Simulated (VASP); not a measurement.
HfO2: single point with revPBE+D4

Crystal: HfO2.

```
CELL_PARAMETERS angstrom
3.58929 0.00000 0.00000
0.00000 3.58929 0.00000
0.00000 0.00000 5.23250
ATOMIC_POSITIONS crystal
Hf 0.00000 0.00000 0.00000
Hf 0.50000 0.50000 0.50000
O 0.00000 0.50000 0.19456
O 0.50000 0.00000 0.30544
O 0.50000 0.00000 0.80544
O 0.00000 0.50000 0.69456
```

| Item | Value |
| --- | --- |
| Program | VASP 6.6.1 |
| Task | single point |
| Functional | revPBE |
| Dispersion | D4 |
| Potentials or basis | VASP PAW PBE potentials, release 64 (Hf_pv, O) |
| Cutoff | 520 eV |
| k mesh | 8 × 8 × 5 |
| Occupations | fermi-dirac, width 0.05 eV |
| Spin | no spin polarisation |
| Dipole correction | no |
| Further INCAR settings | ALGO = Normal; EDIFF = 1e-07; NBANDS = 31 |

```yaml
Pressure: -3.3 GPa
Largest_force: 0.047 eV/Å
Band_gap_on_the_k_mesh: 4.74 eV (least direct gap 4.81 eV)
Dispersion_energy_per_atom: -0.361 eV
```

Forces on the atoms (eV/Å):
```
Hf   0.000  0.000  0.000
Hf   0.000  0.000  0.000
O    0.000  0.000 -0.047
O    0.000  0.000  0.047
O    0.000  0.000  0.047
O    0.000  0.000 -0.047
```

Stress tensor (GPa, compression positive):
```
-3.37  0.00  0.00
 0.00 -3.37  0.00
 0.00  0.00 -3.21
```

Levels at points of the mesh, in eV from the valence-band top:
```tsv
k point	band 19	band 20	band 21	band 22	band 23	band 24	band 25	band 26
(0.00, 0.00, 0.00)	-0.74	-0.13	-0.07	-0.07	4.74	4.77	5.98	6.10
(0.50, 0.00, 0.00)	-1.39	-1.39	-0.14	-0.14	5.13	5.13	6.10	6.10
(0.50, 0.50, 0.00)	-0.74	-0.74	-0.61	-0.61	5.81	5.81	6.07	6.07
```

Wall time 3 min on 1 thread of Intel Xeon 8259CL, with other jobs on the host, peak memory 0.23 GiB.

Caveat: the cell stands under tension; the PAW data sets were made with another functional, which shifts forces and pressure a little; spin-orbit coupling is left out, which moves the levels of the heavy elements. A k mesh can miss the band edges.
